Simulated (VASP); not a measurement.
# Cd (R-3m) in VASP: a series of runs

Cd is run at these levels: PBE; tasks: single point.

All numbers are computed with VASP 6.6.1; they aren't measurements. Logs are shortened: lines on timing, memory, paths and dates and some standing lists are left out, and cuts for length are marked.

## 1. The cell of the first run

Symmetry: R-3m, No. 166, trigonal system. The conventional cell has a = 3.300 Å, b = 3.300 Å, c = 7.539 Å, α = 90.00°, β = 90.00°, γ = 120.00°. Cd (site symmetry -3m) has 12 Cd at 3.15 to 3.30 Å within 4.1 Å.

## 2. Single point, PBE

INCAR reads:

```
PREC = Accurate
ENCUT = 520
EDIFF = 1E-6
ISMEAR = 0
SIGMA = 0.1
LREAL = False
LASPH = True
NELM = 80
ALGO = Normal
ISIF = 2
LWAVE = False
LCHARG = True
GGA = PE
LELF = True
LVHAR = True
NBANDS = 12
```

KPOINTS reads:

```
regular mesh
0
Gamma
  2 2 2
```

POSCAR reads:

```
Cd
1.0
    1.6498147024      0.9525209625      2.5129335346
   -1.6498147024      0.9525209625      2.5129335346
    0.0000000000     -1.9050419251      2.5129335346
Cd
1
Direct
    0.0000000000      0.0000000000      0.0000000000
```

Potentials or basis: VASP PAW PBE potentials, release 64 (Cd).

Command:

```sh
$ cat potpaw_PBE.64/Cd/POTCAR > POTCAR
$ mpirun -np 1 vasp_std > vasp.out
```

OUTCAR:

```text
PREC = Accurate
   ENCUT = 520
   EDIFF = 1E-6
   ISMEAR = 0
   LREAL = False
   LASPH = True
   NELM = 80
   ISIF = 2
   GGA = PE

 ion  position               nearest neighbor table
   1  0.000  0.000  0.000-

  LATTYP: Found a trigonal (rhomboedric) cell.
 ALAT       =     3.1534139731
 COS(alpha) =     0.4525576903

  Lattice vectors:

 A1 = (   1.6498147024,   0.9525209625,   2.5129335346)
 A2 = (  -1.6498147024,   0.9525209625,   2.5129335346)
 A3 = (   0.0000000000,  -1.9050419251,   2.5129335346)

Analysis of symmetry for initial positions (statically):
=====================================================================
 Subroutine PRICEL returns:
 Original cell was already a primitive cell.

 Routine SETGRP: Setting up the symmetry group for a
 trigonal (rhombohedral) supercell.

 Subroutine GETGRP returns: Found 12 space group operations
 (whereof 12 operations were pure point group operations)
 out of a pool of 12 trial point group operations.

The static configuration has the point symmetry D_3d.

Analysis of symmetry for dynamics (positions and initial velocities):
=====================================================================
 Subroutine PRICEL returns:
 Original cell was already a primitive cell.

 Routine SETGRP: Setting up the symmetry group for a
 trigonal (rhombohedral) supercell.

 Subroutine GETGRP returns: Found 12 space group operations
 (whereof 12 operations were pure point group operations)
 out of a pool of 12 trial point group operations.

The dynamic configuration has the point symmetry D_3d.

 Subroutine INISYM returns: Found 12 space group operations
 (whereof 12 operations are pure point group operations),
 and found     1 'primitive' translations

----------------------------------------------------------------------------------------

                                     Primitive cell

  volume of cell :      23.6942

  direct lattice vectors                    reciprocal lattice vectors
     1.649814702  0.952520962  2.512933535     0.303064338  0.174974277  0.132647095
    -1.649814702  0.952520962  2.512933535    -0.303064338  0.174974277  0.132647095
     0.000000000 -1.905041925  2.512933535     0.000000000 -0.349948554  0.132647095

  length of vectors
     3.153413973  3.153413973  3.153413973     0.374244896  0.374244896  0.374244896

  position of ions in fractional coordinates (direct lattice)
     0.000000000  0.000000000  0.000000000

  ion indices of the primitive-cell ions
   primitive index   ion index
[... 60 lines left out ...]
   POTIM  = 0.5000    time-step for ionic-motion
   TEBEG  =    0.0;   TEEND  =   0.0 temperature during run
   PSTRESS=    0.0 pullay stress
   NELECT =      12.0000    total number of electrons
   NUPDOWN=      -1.0000    fix difference up-down
   EMIN   =  10.00;   EMAX   =-10.00  energy-range for DOS
   EFERMI =   0.00;   METHOD = LEGACY
   ISMEAR =     0;   SIGMA  =   0.10  broadening in eV -4-tet -1-fermi 0-gaus
   EFERMI_NEDOS =   21; number of points for ismear=-14 and -15
   IALGO  =     38    algorithm
   IMIX   =      4    mixing-type and parameters
     AMIX     =   0.40;   BMIX     =  1.00
     AMIX_MAG =   1.60;   BMIX_MAG =  1.00
  volume/ion in A,a.u.               =      23.69       159.90
  Fermi-wavevector in a.u.,A,eV,Ry     =   1.304932  2.465964 23.168652  1.702848
  Thomas-Fermi vector in A             =   2.435835
   LORBIT       =      0    0 simple, 1 ext, 2 COOP (PROOUT), +10 PAW based schemes
   GGA     = PE    functional components
   LHFCALC =     F    Hartree Fock is set to
   AEXX    =    0.0000 exact exchange contribution
   IVDW    =     0    specifies the selected vdW correction
   LEPSILON=     F    determine dielectric tensor
   LRPA    =     F    only Hartree local field effects (RPA)
 non-spin polarized calculation
 Gauss-broadening in eV      SIGMA  =   0.10
  energy-cutoff  :      520.00
  volume of cell :       23.69
 maximum number of plane-waves:       646
 NGX is ok and might be reduce to    24
   NGX = 11   NGY = 11   NGZ = 11

 number of electron      12.0000006 magnetization

 Free energy of the ion-electron system (eV)
  ---------------------------------------------------
  ext. energy  EPLUGINS =         0.00000000
  ---------------------------------------------------
  free energy    TOTEN  =         0.52277302 eV

  energy without entropy =        0.52277302  energy(sigma->0) =        0.52277302

 E-fermi :   1.0499     XC(G=0): -10.5671

 val. band max:        0.5933865284   @ k =   0.5000   0.5000   0.5000
 cond. band min:       1.6722626426   @ k =   0.5000   0.5000  -0.0000
 fundamental gap:      1.0788761143
 Fermi energy:         1.0499147678

 k-point     1 :       0.0000    0.0000    0.0000
  band No.  band energies     occupation
      1      -6.7167      2.00000
      2      -6.7167      2.00000
      3      -6.5453      2.00000
      4      -6.2411      2.00000
      5      -6.2411      2.00000
      6      -5.9345      2.00000
      7      15.3975      0.00000
      8      15.6765      0.00000
      9      15.6765      0.00000
     10      18.4637      0.00000
     11      19.0785      0.00000
     12      19.0785      0.00000
[... 31 lines left out ...]
 k-point     4 :       0.5000    0.5000    0.5000
  band No.  band energies     occupation
      1      -7.0391      2.00000
      2      -6.6480      2.00000
      3      -6.6480      2.00000
      4      -5.8938      2.00000
      5      -5.8938      2.00000
      6       0.5934      2.00000
      7       1.6755      0.00000
      8      13.1126      0.00000
      9      13.1126      0.00000
     10      14.3905      0.00000
     11      17.1294      0.00000
     12      17.1294      0.00000

------------------------ aborting loop because EDIFF is reached ----------------------------------------

  FORCE on cell =-STRESS in cart. coord.  units (eV):
  Direction    XX          YY          ZZ          XY          YZ          ZX
  --------------------------------------------------------------------------------------
  -------------------------------------------------------------------------------------
  Total        1.7801235      1.7801235     -1.0838432      0.0000000      0.0000000      0.0000000
  in kB      120.3701370    120.3701370    -73.2883742      0.0000000      0.0000000      0.0000000
  external PRESSURE =      55.8173000 kB  Pullay stress =       0.0000000 kB

 VOLUME and BASIS-vectors are now :
 -----------------------------------------------------------------------------
  energy-cutoff  :      520.00
  volume of cell :       23.69
      direct lattice vectors                 reciprocal lattice vectors
     1.649814702  0.952520962  2.512933535     0.303064338  0.174974277  0.132647095
    -1.649814702  0.952520962  2.512933535    -0.303064338  0.174974277  0.132647095
     0.000000000 -1.905041925  2.512933535     0.000000000 -0.349948554  0.132647095

 POSITION                                       TOTAL-FORCE (eV/Angst)
 -----------------------------------------------------------------------------------
      0.00000      0.00000      0.00000         0.000000      0.000000      0.000000
 -----------------------------------------------------------------------------------
    total drift:                                0.000000      0.000000     -0.000000

  FREE ENERGIE OF THE ION-ELECTRON SYSTEM (eV)
  ---------------------------------------------------
  free  energy   TOTEN  =         0.5227730159 eV

  energy  without entropy=        0.5227730159  energy(sigma->0) =        0.52277302
```

stdout:

```text
POSCAR found type information on POSCAR Cd
 POSCAR found :  1 types and       1 ions
 scaLAPACK will be used
 LDA part: xc-table for (Slater+PW92), standard interpolation
 POSCAR, INCAR and KPOINTS ok, starting setup
 FFT: planning ... GRIDC
 FFT: planning ... GRID_SOFT
 FFT: planning ... GRID
 WAVECAR not read
 entering main loop
```

It took 5.3 s on 1 thread of AMD EPYC 7R13, shared host; peak memory 0.1 GiB.

Results:

| Property | Result |
| --- | --- |
| Free energy | 0.5228 eV |
| Pressure | 5.6 GPa |
| Band gap on the k mesh | zero (band 6 reaches 1.67 eV, above the bottom of band 7 at 0.57 eV) |

Caveat: the k points lie up to 1.18 Å⁻¹ apart.

## 3. Single point, PBE

This run uses another cell than the first one, of 21.94 Å³/atom, 0.926 times its volume.

INCAR reads:

```
SYSTEM = Cd
PREC = Accurate
ENCUT = 520
EDIFF = 1E-6
ISMEAR = 1
SIGMA = 0.4
LREAL = .FALSE.
LASPH = .TRUE.
NELM = 60
ALGO = Fast
ISIF = 2
LWAVE = .FALSE.
LCHARG = .TRUE.
GGA = PE
LELF = .TRUE.
LVHAR = .TRUE.
NBANDS = 12
```

KPOINTS reads:

```
regular mesh
0
G
  9 9 9
  0 0 0
```

POSCAR reads:

```
Cd
1.0
    1.6080291515      0.9283960635      2.4492874100
   -1.6080291515      0.9283960635      2.4492874100
    0.0000000000     -1.8567921270      2.4492874100
Cd
1
Direct
    0.0000000000      0.0000000000      0.0000000000
```

Potentials or basis: VASP PAW PBE potentials, release 64 (Cd).

Command:

```sh
$ cat potpaw_PBE.64/Cd/POTCAR > POTCAR
$ mpirun -np 1 vasp_std > vasp.out
```

Wall time 29 s (1 thread of AMD EPYC 7R13, shared host); peak memory 0.12 GiB.

The run converged. Its results:

| Quantity | Value |
| --- | --- |
| Free energy | -0.7289 eV |
| Pressure | 2.6 GPa |
| Band gap on the k mesh | zero (band 6 reaches 3.49 eV, above the bottom of band 7 at 1.55 eV) |

Stress tensor (GPa, compression positive):
```
2.81 0.00 0.00
0.00 2.81 0.00
0.00 0.00 2.06
```

Levels at points of the mesh, in eV from the Fermi level:
| k point | band 2 | band 3 | band 4 | band 5 | band 6 | band 7 | band 8 | band 9 | band 10 | band 11 |
| --- | --- | --- | --- | --- | --- | --- | --- | --- | --- | --- |
| (0.00, 0.00, 0.00) | -9.27 | -9.06 | -8.77 | -8.71 | -8.71 | 13.44 | 14.10 | 14.10 | 16.94 | 17.59 |

## 4. Single point, PBE

This run uses another cell than the first one, of 21.94 Å³/atom, 0.926 times its volume.

INCAR reads:

```
PREC = Accurate
ENCUT = 520
EDIFF = 1E-6
ISMEAR = 1
SIGMA = 0.009
LREAL = False
LASPH = True
NELM = 80
ALGO = Normal
ISIF = 2
LWAVE = False
LCHARG = True
GGA = PE
LELF = True
LVHAR = True
NBANDS = 12
```

KPOINTS reads:

```
regular mesh
0
Gamma
  9 9 9
```

POSCAR is that of step 3.

Command:

```sh
$ cat potpaw_PBE.64/Cd/POTCAR > POTCAR
$ mpirun -np 1 vasp_std > vasp.out
```

Wall time 27 s (1 thread of AMD EPYC 7R13, shared host); peak memory 0.12 GiB.

The run converged. Its results:

| Item | Value |
| --- | --- |
| Free energy | -0.7307 eV |
| Pressure | 2.6 GPa |
| Band gap on the k mesh | zero (band 6 reaches 3.49 eV, above the bottom of band 7 at 1.55 eV) |

Levels at points of the mesh, in eV from the Fermi level:
| k point | band 4 | band 5 | band 6 | band 7 | band 8 | band 9 |
| --- | --- | --- | --- | --- | --- | --- |
| (0.00, 0.00, 0.00) | -8.83 | -8.76 | -8.76 | 13.38 | 14.04 | 14.04 |

## 5. Summary

| cell | k mesh | smearing | gap on the mesh (eV) | pressure (GPa) |
| --- | --- | --- | --- | --- |
| a = 3.153 Å, angles 63.1°, 1 atom | 2 × 2 × 2 | gaussian 0.1 eV | none | 5.6 |
| a = 3.074 Å, angles 63.1°, 1 atom | 9 × 9 × 9 | methfessel-paxton 0.4 eV | none | 2.6 |
| a = 3.074 Å, angles 63.1°, 1 atom | 9 × 9 × 9 | methfessel-paxton 0.009 eV | none | 2.6 |

Alike in all rows: task single point; level PBE; potentials or basis VASP PAW PBE potentials, release 64 (Cd); no spin polarisation; cutoff (eV) 520.

Caveats: some runs use coarse meshes.

Absolute energies hang on the potentials; compare differences alone.
